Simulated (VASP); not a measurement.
A run of VASP 6.6.1:

File INCAR:

```
SYSTEM = KTaO3
PREC     = Accurate       ! precision mode
ENCUT    = 600            ! plane-wave cutoff, eV
EDIFF    = 1E-6           ! SCF threshold, eV
ISMEAR   = -1             ! smearing method
SIGMA    = 0.05           ! smearing width, eV
LREAL    = .False.        ! projectors in reciprocal space
LASPH    = .True.         ! aspherical terms in the spheres
NELM     = 100            ! most SCF steps
ALGO     = Normal         ! electronic algorithm
ISIF     = 3              ! what is computed and relaxed
LWAVE    = .False.        ! write WAVECAR
LCHARG   = .False.        ! write CHGCAR
GGA      = PE             ! functional
IBRION   = 2              ! ionic algorithm
NSW      = 60             ! ionic steps
EDIFFG   = -0.01          ! ionic threshold
```

The input KPOINTS:

```
Automatic mesh
0
Gamma
  7 7 7
  0 0 0
```

File POSCAR:

```
KTaO3
1.0
    3.9883000000      0.0000000000      0.0000000000
    0.0000000000      3.9883000000      0.0000000000
    0.0000000000      0.0000000000      3.9883000000
Ta K O
1 1 3
Direct
    0.0000000000      0.0000000000      0.0000000000
    0.5000000000      0.5000000000      0.5000000000
    0.0000000000      0.0000000000      0.5000000000
    0.0000000000      0.5000000000      0.0000000000
    0.5000000000      0.0000000000      0.0000000000
```

Potentials or basis: VASP PAW PBE potentials, release 64 (Ta_pv, K_sv, O).

Run with:

```bash
$ cat potpaw_PBE.64/Ta_pv/POTCAR potpaw_PBE.64/K_sv/POTCAR potpaw_PBE.64/O/POTCAR > POTCAR
$ mpirun -np 1 vasp_std > vasp.out
```

Hardware: 1 thread of Intel(R) Xeon(R) Platinum 8488C (Sapphire Rapids), with other jobs on the host.

Task: Estimate the wall time of this run.

Result: Wall time 56 s on 1 thread of Intel(R) Xeon(R) Platinum 8488C (Sapphire Rapids) (shared host), peak memory 0.21 GiB. Counts: scf iterations 29, k points 20, ion steps 3.
